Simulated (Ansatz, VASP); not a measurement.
**Two plane-wave programs on CoSi**

Contents of INCAR:

```
SYSTEM = CoSi
  ALGO = Normal
  EDIFF = 1E-6
  ENCUT = 520
  GGA = PS
  ISIF = 2
  ISMEAR = 0
  LASPH = .True.
  LCHARG = .False.
  LREAL = .False.
  LWAVE = .False.
  NBANDS = 36
  NELM = 80
  PREC = Accurate
  SIGMA = 0.1
```

The input KPOINTS:

```
k-points
0
Gamma
  8 8 8
  0 0 0
```

The input POSCAR:

```
CoSi
1.0
    4.4380000000      0.0000000000      0.0000000000
    0.0000000000      4.4380000000      0.0000000000
    0.0000000000      0.0000000000      4.4380000000
Co Si
4 4
Direct
    0.1400000000      0.1400000000      0.1400000000
    0.3600000000      0.8600000000      0.6400000000
    0.6400000000      0.3600000000      0.8600000000
    0.8600000000      0.6400000000      0.3600000000
    0.8430000000      0.8430000000      0.8430000000
    0.6570000000      0.1570000000      0.3430000000
    0.3430000000      0.6570000000      0.1570000000
    0.1570000000      0.3430000000      0.6570000000
```

Input for Ansatz:

```yaml
crystal:
  lattice:
    - [4.438, 0.0, 0.0]
    - [0.0, 4.438, 0.0]
    - [0.0, 0.0, 4.438]
  atoms:
    - { symbol: Co, position: [0.14, 0.14, 0.14] }
    - { symbol: Co, position: [0.36, 0.86, 0.64] }
    - { symbol: Co, position: [0.64, 0.36, 0.86] }
    - { symbol: Co, position: [0.86, 0.64, 0.36] }
    - { symbol: Si, position: [0.843, 0.843, 0.843] }
    - { symbol: Si, position: [0.657, 0.157, 0.343] }
    - { symbol: Si, position: [0.343, 0.657, 0.157] }
    - { symbol: Si, position: [0.157, 0.343, 0.657] }
basis:
  ecutwfc: 420
kpoints:
  mp_grid: { grid: [8, 8, 8] }
hamiltonian:
  xc: pbesol
scf:
  occupations: { method: gaussian, width: 0.1 }
output:
  forces: true
  stress: true
  eigenvalues: true
  populations: true
  write_density: true
  write_potential: true
  elf: true
  volumetric_format: npy
```

Alike in both runs: task single point; functional PBEsol; k mesh 8 × 8 × 8; occupations gaussian, width 0.1 eV; no spin polarisation.

```csv
,VASP,Ansatz
version,VASP 6.6.1,Ansatz 0.2.0
potentials or method,"VASP PAW PBE potentials, release 64 (Co, Si), cutoff 520 eV","scalar-relativistic, plane waves, PAW"
valence electrons in the cell,52,84
```

VASP gave:

| Property | Result |
| --- | --- |
| gap on the k mesh at the Fermi level (eV) | none |
| pressure (GPa) | -7.0 |
| rms of the force components (eV/Å) | 0.103 |

Question: What did Ansatz give for the same quantities?

Answer: gap on the k mesh at the Fermi level (eV): none; pressure (GPa): -7.2; rms of the force components (eV/Å): 0.097.

VASP's potentials were made for PBE, not for PBEsol. Atom by atom the forces differ by 0.006 eV/Å (rms over components). A gap of «none» marks a metal or a gap that the smearing closes. VASP's potentials hold 52 valence electrons a cell and Ansatz's 84, so a difference there can come from the potentials and not from the codes.
